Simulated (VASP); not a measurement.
Bi2Te3, 15 atoms in the cell. Symmetry: P-3m1, No. 164, trigonal system. The conventional cell has a = 4.381 Å, b = 4.381 Å, c = 31.323 Å, α = 90.00°, β = 90.00°, γ = 120.00°. Within 4.0 Å of Bi (site symmetry 3m) lie 6 Te at 3.06 to 3.23 Å. Bi (site symmetry 3m) has 6 Te at 3.06 to 3.23 Å within 4.0 Å. Within 4.0 Å of Bi (site symmetry 3m) lie 6 Te at 3.06 to 3.23 Å. Te (site symmetry 3m) has 6 Bi at 3.23 Å and 12 Te at 4.38 to 4.51 Å within 4.6 Å. Within 4.6 Å of Te (site symmetry -3m) lie 6 Bi at 3.23 Å and 12 Te at 4.38 to 4.51 Å. Within 4.0 Å of Te (site symmetry 3m) lie 3 Bi at 3.06 Å and 3 Te at 3.65 Å. Te (site symmetry 3m) has 3 Bi at 3.06 Å within 4.0 Å. Within 4.0 Å of Te (site symmetry 3m) lie 3 Bi at 3.06 Å and 3 Te at 3.65 Å.  This cell differs from its parent crystal: the distance across one plane changed.

| Quantity | Value |
| --- | --- |
| Program | VASP 6.6.1 |
| Task | single point |
| Functional | PBEsol |
| Potentials or basis | VASP PAW PBE potentials, release 64 (Bi_d, Te) |
| Cutoff | 500 eV |
| k mesh | 9 × 9 × 2 |
| Occupations | gaussian, width 0.03 eV |
| Spin | no spin polarisation |
| Dipole correction | no |
| Further INCAR settings | ALGO = Normal; EDIFF = 1e-06; NBANDS = 85 |

Potentials or basis: VASP PAW PBE potentials, release 64 (Bi_d, Te).

Run with:

```console
$ cat potpaw_PBE.64/Bi_d/POTCAR potpaw_PBE.64/Te/POTCAR > POTCAR
$ mpirun -np 1 vasp_std > vasp.out
```

Hardware: 1 thread of Intel(R) Xeon(R) Platinum 8175M CPU @ 2.50GHz (Skylake/Cascade Lake), on a shared host.

Question: Estimate the wall time of this run.

Answer: It took 28 min on 1 thread of Intel(R) Xeon(R) Platinum 8175M CPU @ 2.50GHz (Skylake/Cascade Lake) (shared host), peak memory 0.97 GiB. Counts: scf iterations 20, k points 24.
